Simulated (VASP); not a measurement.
Crystal: Nb.

```xyz
1
Lattice="-1.6231 1.6231 1.6231 1.6231 -1.6231 1.6231 1.6231 1.6231 -1.6231" Properties=species:S:1:pos:R:3 pbc="T T T"
Nb    0.0000    0.0000    0.0000
```

Base run:

| Quantity | Value |
| --- | --- |
| Program | VASP 6.6.1 |
| Functional | LDA |
| Potentials or basis | VASP PAW LDA potentials, release 64 (Nb_sv) |
| Cutoff | 520 eV |
| k mesh | 14 × 14 × 14 |
| Occupations | fermi-dirac, width 0.1 eV |
| Spin | no spin polarisation |

Its results: pressure 0.4 GPa.

Question: The run is repeated on the same cell with these changes: k mesh from 14 × 14 × 14 to 4 × 4 × 4. What comes out?

Answer: Pressure 5.9 GPa.

Caveats: some runs use coarse meshes.
